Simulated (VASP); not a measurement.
Here is a VASP 6.6.1 calculation.

File INCAR:

```
  PREC = Accurate
  ENCUT = 500
  EDIFF = 1E-6
  ISMEAR = 0
  SIGMA = 0.05
  LREAL = False
  LASPH = True
  NELM = 120
  ALGO = Normal
  ISIF = 2
  LWAVE = False
  LCHARG = False
  GGA = RP
  NBANDS = 16
  GGA_COMPAT = False
```

Contents of KPOINTS:

```
regular mesh
0
Gamma
  8 8 8
```

Contents of POSCAR:

```
InP
1.0
    0.0000000000      2.8285648302      2.8285648302
    2.8285648302      0.0000000000      2.8285648302
    2.8285648302      2.8285648302      0.0000000000
In P
1 1
Direct
    0.0000000000      0.0000000000      0.0000000000
    0.5000000000      0.5000000000      0.5000000000
```

Potentials or basis: VASP PAW PBE potentials, release 64 (In_d, P).

Launch:

```bash
$ cat potpaw_PBE.64/In_d/POTCAR potpaw_PBE.64/P/POTCAR > POTCAR
$ mpirun -np 1 vasp_std > vasp.out
```

Task: What does it give for the pressure?

Result: -2.5 GPa.

Task: Estimate the band gap on the k mesh.

Result: Zero (band 9 reaches 6.66 eV, above the bottom of band 10 at 4.27 eV).

Caveat: the PAW data sets were made with another functional, which shifts forces and pressure a little; spin-orbit coupling is left out, which moves the levels of the heavy elements.
